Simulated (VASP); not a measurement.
# Co (P6_3/mmc) in VASP: relaxation of cell and atoms with PBE

Aim: the relaxation of cell and atoms of Co with PBE.

Everything below comes from runs of VASP 6.6.1. Logs are shortened: lines on timing, memory, paths and dates and some standing lists are left out, and cuts for length are marked.

### Step 1. The cell of the first run

Symmetry: P6_3/mmc, No. 194, hexagonal system. The conventional cell has a = 2.491 Å, b = 2.491 Å, c = 4.036 Å, α = 90.00°, β = 90.00°, γ = 120.00°. Within 3.3 Å of Co (site symmetry -6m2) lie 12 Co at 2.48 to 2.49 Å.

### Step 2. Relaxation of cell and atoms, PBE, collinear spin, ferromagnetic start

File INCAR:

```
SYSTEM = Co
PREC     = Accurate       ! precision mode
ENCUT    = 600            ! plane-wave cutoff, eV
EDIFF    = 1E-7           ! SCF threshold, eV
ISMEAR   = -1             ! smearing method
SIGMA    = 0.1            ! smearing width, eV
LREAL    = .FALSE.        ! projectors in reciprocal space
LASPH    = .TRUE.         ! aspherical terms in the spheres
NELM     = 150            ! most SCF steps
ALGO     = Normal         ! electronic algorithm
ISIF     = 3              ! what is computed and relaxed
LWAVE    = .FALSE.        ! write WAVECAR
LCHARG   = .FALSE.        ! write CHGCAR
ISPIN    = 2              ! spin polarisation
MAGMOM   = 1.7 1.7        ! initial moments
LORBIT   = 11             ! projections on sites
LMAXMIX  = 4              ! l up to which the mixer works
GGA      = PE             ! functional
IBRION   = 2              ! ionic algorithm
NSW      = 60             ! ionic steps
EDIFFG   = -0.005         ! ionic threshold
```

File KPOINTS:

```
regular mesh
0
G
  18 18 10
  0 0 0
```

File POSCAR:

```
Co
1.0
    2.4911007134      0.0000000000      0.0000000000
   -1.2455503567      2.1573565012      0.0000000000
    0.0000000000      0.0000000000      4.0355831558
Co
2
Direct
    0.3333333333      0.6666666667      0.2500000000
    0.6666666667      0.3333333333      0.7500000000
```

Potentials or basis: VASP PAW PBE potentials, release 64 (Co).

Started as:

```
$ cat potpaw_PBE.64/Co/POTCAR > POTCAR
$ mpirun -np 1 vasp_std > vasp.out
```

OUTCAR:

```text
SYSTEM = Co
   PREC = Accurate
   ENCUT = 600
   EDIFF = 1E-7
   ISMEAR = -1
   LREAL = .FALSE.
   LASPH = .TRUE.
   NELM = 150
   ISIF = 3
   ISPIN = 2
   LORBIT = 11
   GGA = PE
   IBRION = 2
   NSW = 60
   EDIFFG = -0.005

 ion  position               nearest neighbor table
   1  0.333  0.667  0.250-   2 2.48   2 2.48   2 2.48   2 2.48   2 2.48   2 2.48
   2  0.667  0.333  0.750-   1 2.48   1 2.48   1 2.48   1 2.48   1 2.48   1 2.48

  LATTYP: Found a hexagonal cell.
 ALAT       =     2.4911007134
 C/A-ratio  =     1.6200000000

  Lattice vectors:

 A1 = (   2.4911007134,   0.0000000000,   0.0000000000)
 A2 = (  -1.2455503567,   2.1573565012,   0.0000000000)
 A3 = (   0.0000000000,   0.0000000000,   4.0355831558)

Analysis of symmetry for initial positions (statically):
=====================================================================
 Subroutine PRICEL returns:
 Original cell was already a primitive cell.

 Routine SETGRP: Setting up the symmetry group for a
 hexagonal supercell.

 Subroutine GETGRP returns: Found 24 space group operations
 (whereof 12 operations were pure point group operations)
 out of a pool of 24 trial point group operations.

The static configuration has the point symmetry D_3d.
 The point group associated with its full space group is D_6h.

Analysis of symmetry for dynamics (positions and initial velocities):
=====================================================================
 Subroutine PRICEL returns:
 Original cell was already a primitive cell.

 Routine SETGRP: Setting up the symmetry group for a
 hexagonal supercell.

 Subroutine GETGRP returns: Found 24 space group operations
 (whereof 12 operations were pure point group operations)
 out of a pool of 24 trial point group operations.

The dynamic configuration has the point symmetry D_3d.
 The point group associated with its full space group is D_6h.

Analysis of structural, dynamic, and magnetic symmetry:
=====================================================================
 Subroutine PRICEL returns:
 Original cell was already a primitive cell.

 Routine SETGRP: Setting up the symmetry group for a
 hexagonal supercell.

 Subroutine GETGRP returns: Found 24 space group operations
 (whereof 12 operations were pure point group operations)
 out of a pool of 24 trial point group operations.

The overall configuration has the point symmetry D_3d.
 The point group associated with its full space group is D_6h.

 Subroutine INISYM returns: Found 24 space group operations
 (whereof 12 operations are pure point group operations),
 and found     1 'primitive' translations

----------------------------------------------------------------------------------------

[... 128 lines left out ...]
 NGX is ok and might be reduce to    20
   NGX =  9   NGY =  9   NGZ = 17

--------------------------------------- Ionic step        1  -------------------------------------------

 number of electron      17.9999995 magnetization       3.1892377

 Free energy of the ion-electron system (eV)
  ---------------------------------------------------
  ext. energy  EPLUGINS =         0.00000000
  ---------------------------------------------------
  free energy    TOTEN  =       -14.10035343 eV

  energy without entropy =      -14.03951617  energy(sigma->0) =      -14.06993480

------------------------ aborting loop because EDIFF is reached ----------------------------------------

  FORCE on cell =-STRESS in cart. coord.  units (eV):
  Direction    XX          YY          ZZ          XY          YZ          ZX
  --------------------------------------------------------------------------------------
  -------------------------------------------------------------------------------------
  Total       -0.0504748     -0.0504748     -0.0727969      0.0000000      0.0000000      0.0000000
  in kB       -3.7287727     -3.7287727     -5.3777917      0.0000000      0.0000000      0.0000000
  external PRESSURE =      -4.2784457 kB  Pullay stress =       0.0000000 kB
[... 59 lines left out ...]
--------------------------------------- Ionic step        3  -------------------------------------------

 number of electron      17.9999995 magnetization       3.1861764

 Free energy of the ion-electron system (eV)
  ---------------------------------------------------
  ext. energy  EPLUGINS =         0.00000000
  ---------------------------------------------------
  free energy    TOTEN  =       -14.10041959 eV

  energy without entropy =      -14.03976249  energy(sigma->0) =      -14.07009104

 E-fermi :  10.2946     XC(G=0): -13.4194

 val. band max:       10.2936561649   @ k =   0.1111   0.0000   0.2000
 cond. band min:      10.2972841745   @ k =   0.1111   0.0556   0.2000
 fundamental gap:      0.0036280096
 Fermi energy:        10.2945532358

 spin component 1

 k-point     1 :       0.0000    0.0000    0.0000
  band No.  band energies     occupation
      1       1.3719      1.00000
      2       5.1596      1.00000
      3       7.6835      1.00000
      4       7.7108      1.00000
      5       7.7108      1.00000
      6       8.0222      1.00000
      7       8.0222      1.00000
      8       8.3713      1.00000
      9       8.3713      1.00000
     10       9.4695      0.99974
     11       9.4695      0.99974
     12      10.2042      0.71165
     13      16.6562      0.00000
     14      32.3129      0.00000
[... 403 lines left out ...]
      4       7.3795      1.00000
      5       7.4903      1.00000
      6       7.7754      1.00000
      7       8.1095      1.00000
      8       9.4580      0.99977
      9       9.6253      0.99876
     10       9.6265      0.99875
     11      11.3878      0.00002
     12      14.9008      0.00000
     13      19.6861      0.00000
     14      20.4764      0.00000
     15      22.7811      0.00000

 [... further k-points ...]

 spin component 2

 k-point     1 :       0.0000    0.0000    0.0000
  band No.  band energies     occupation
      1       1.3643      1.00000
      2       6.0871      1.00000
      3       9.2928      0.99996
      4       9.3294      0.99994
      5       9.3294      0.99994
      6       9.6939      0.99754
      7       9.6939      0.99754
      8      10.1278      0.84120
      9      10.1278      0.84120
     10      10.1375      0.82784
     11      11.3422      0.00003
     12      11.3422      0.00003
     13      17.6561      0.00000
     14      32.0276      0.00000
[... 444 lines left out ...]
  FREE ENERGIE OF THE ION-ELECTRON SYSTEM (eV)
  ---------------------------------------------------
  free  energy   TOTEN  =       -14.1004195872 eV

  energy  without entropy=      -14.0397624854  energy(sigma->0) =      -14.07009104

 reached required accuracy - stopping structural energy minimisation

 total charge

# of ion       s       p       d       tot
------------------------------------------
    1        0.489   0.523   7.266   8.278
    2        0.489   0.523   7.266   8.278
--------------------------------------------------
tot          0.979   1.046  14.532  16.557

 magnetization (x)

# of ion       s       p       d       tot
------------------------------------------
    1       -0.015  -0.054   1.682   1.613
    2       -0.015  -0.054   1.682   1.613
--------------------------------------------------
tot         -0.030  -0.109   3.365   3.226
```

CONTCAR:

```text
Co
   1.00000000000000
     2.4895303500104320    0.0000000000000000    0.0000000000000000
    -1.2447651750052160    2.1559965266114425   -0.0000000000000000
     0.0000000000000000    0.0000000000000000    4.0319141091343509
  Co
     2
Direct
     0.3333333332999970    0.6666666667000030    0.2500000000000000
     0.6666666667000030    0.3333333332999970    0.7500000000000000

  0.00000000E+00  0.00000000E+00  0.00000000E+00
  0.00000000E+00  0.00000000E+00  0.00000000E+00
```

It took 2.4 min on 1 thread of AMD EPYC 9R45 (Zen 5), shared host; peak memory 0.22 GiB.

What came out:

- Free energy: -14.1004 eV
- Relaxed volume: 10.82 Å³/atom
- Relaxed cell: a = 2.490 Å, b = 2.490 Å, c = 4.032 Å, α = 90.00°, β = 90.00°, γ = 120.00°
- Space group after relaxing (to 0.1 Å): P6_3/mmc (No. 194)
- Energy gained by relaxing: 0.0 meV/atom
- Ionic steps: 3
- Pressure after relaxing: 0.0 GPa
- Net moment: 3.19 μB per cell
- Site moments: Co +1.61 μB
- Valence electrons inside the program's atomic spheres: Co 8.28

Final structure:
```
CELL_PARAMETERS angstrom
2.48953 0.00000 0.00000
-1.24477 2.15600 0.00000
0.00000 0.00000 4.03191
ATOMIC_POSITIONS crystal
Co 0.33333 0.66667 0.25000
Co 0.66667 0.33333 0.75000
```

Levels at points of the mesh, in eV from the Fermi level:
Spin up:
```tsv
k point	band 8	band 9	band 10	band 11	band 12	band 13	band 14	band 15
(0.00, 0.00, 0.00)	-1.92	-1.92	-0.83	-0.83	-0.09	6.36	22.02	24.62
(0.50, 0.00, 0.00)	-0.68	-0.60	-0.54	1.32	3.34	9.70	10.36	12.75
(0.00, 0.00, 0.50)	-2.65	-1.14	-1.14	-1.14	-1.14	15.02	15.02	22.74
(0.50, 0.00, 0.50)	-1.05	-0.59	-0.59	1.61	1.61	7.29	7.29	18.39
```
Spin down:
```csv
k point,band 4,band 5,band 6,band 7,band 8,band 9,band 10,band 11
"(0.00, 0.00, 0.00)",-0.97,-0.97,-0.60,-0.60,-0.17,-0.17,-0.16,1.05
"(0.50, 0.00, 0.00)",-1.85,-1.11,-1.04,-0.63,1.18,1.31,1.34,2.54
"(0.00, 0.00, 0.50)",-1.55,-1.03,-1.03,-1.03,-1.03,0.71,0.71,0.71
"(0.50, 0.00, 0.50)",-2.38,-0.06,-0.06,0.25,0.25,1.28,1.28,2.21
```
